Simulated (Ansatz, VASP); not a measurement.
**One calculation of ZrB, two programs**

Contents of INCAR:

```
PREC = Accurate
ENCUT = 600
EDIFF = 1E-7
ISMEAR = 0
SIGMA = 0.1
LREAL = F
LASPH = T
NELM = 100
ALGO = Normal
ISIF = 3
LWAVE = F
LCHARG = F
GGA = PE
IVDW = 12
IBRION = 2
NSW = 70
EDIFFG = -0.02
```

Contents of KPOINTS:

```
Automatic mesh
0
Gamma
  20 20 20
```

Contents of POSCAR:

```
ZrB
1.0
    0.0000000000      2.4515811075      2.4515811075
    2.4515811075      0.0000000000      2.4515811075
    2.4515811075      2.4515811075      0.0000000000
Zr B
1 1
Direct
    0.0000000000      0.0000000000      0.0000000000
    0.5000000000      0.5000000000      0.5000000000
```

Input for Ansatz:

```yaml
crystal:
  lattice:
    - [0.0, 2.4515811075, 2.4515811075]
    - [2.4515811075, 0.0, 2.4515811075]
    - [2.4515811075, 2.4515811075, 0.0]
  atoms:
    - { symbol: Zr, position: [0.0, 0.0, 0.0] }
    - { symbol: B, position: [0.5, 0.5, 0.5] }
basis:
  ecutwfc: 420
kpoints:
  mp_grid: { grid: [20, 20, 20] }
hamiltonian:
  xc: pbe
  dispersion: d3bj
scf:
  occupations: { method: gaussian, width: 0.1 }
output:
  forces: true
  stress: true
  eigenvalues: true
relax:
  adjacent_minimum: "off"
  f_tol: 0.02
  max_steps: 50
  cell: { stress_tol: 0.1 }
```

Alike in both runs: task relaxation of cell and atoms; functional PBE; dispersion D3(BJ); k mesh 20 × 20 × 20; occupations gaussian, width 0.1 eV; no spin polarisation.

|  | VASP | Ansatz |
| --- | --- | --- |
| version | VASP 6.6.1 | Ansatz 0.2.0 |
| potentials or method | VASP PAW PBE potentials, release 64 (Zr_sv, B), cutoff 600 eV | scalar-relativistic, plane waves, PAW |
| valence electrons in the cell | 15 | 15 |

Ansatz gave:

* gap on the k mesh at the Fermi level, each at its own relaxed structure (eV): none
* relaxed volume (Å³/atom): 14.35
* relaxed cell length with the largest relative difference (Å): 3.437

**Question.** What did VASP give for the same quantities?

**Answer.** gap on the k mesh at the Fermi level, each at its own relaxed structure (eV): none; relaxed volume (Å³/atom): 14.36; relaxed cell length with the largest relative difference (Å): 3.438.

A gap of «none» marks a metal or a gap that the smearing closes.
